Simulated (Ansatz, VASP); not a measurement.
Two plane-wave programs on Co

```
Co
1.0
     2.45475    0.00000    0.00000
    -1.22738    2.12588    0.00000
     0.00000    0.00000    3.95998
Co
2
Direct
  0.33333 0.66667 0.25000
  0.66667 0.33333 0.75000
```

Alike in both runs: functional PBE; k mesh 17 × 17 × 10; occupations fermi-dirac, width 0.05 eV; no spin polarisation.

Ansatz relaxed the structure, and its values are those at the end. VASP's run is a single point on that final structure, the one shown.

|  | VASP | Ansatz |
| --- | --- | --- |
| version | VASP 6.6.1 | Ansatz 0.2.0 |
| potentials or method | VASP PAW PBE potentials, release 64 (Co) | PAW with Ansatz's default frozen-core files, scalar-relativistic |
| plane-wave cutoff (eV) | 520 | 420 |
| valence electrons in the cell | 18 | 34 |

Ansatz gave:

| Quantity | Value |
| --- | --- |
| pressure (GPa) | 0.0 |

Problem. Estimate VASP's values.

Solution. Pressure (GPa): -0.5.

The functional is the same, so the differences come from potentials, cutoffs and numerics. VASP's potentials hold 18 valence electrons a cell and Ansatz's 34, so a difference there can come from the potentials and not from the codes.
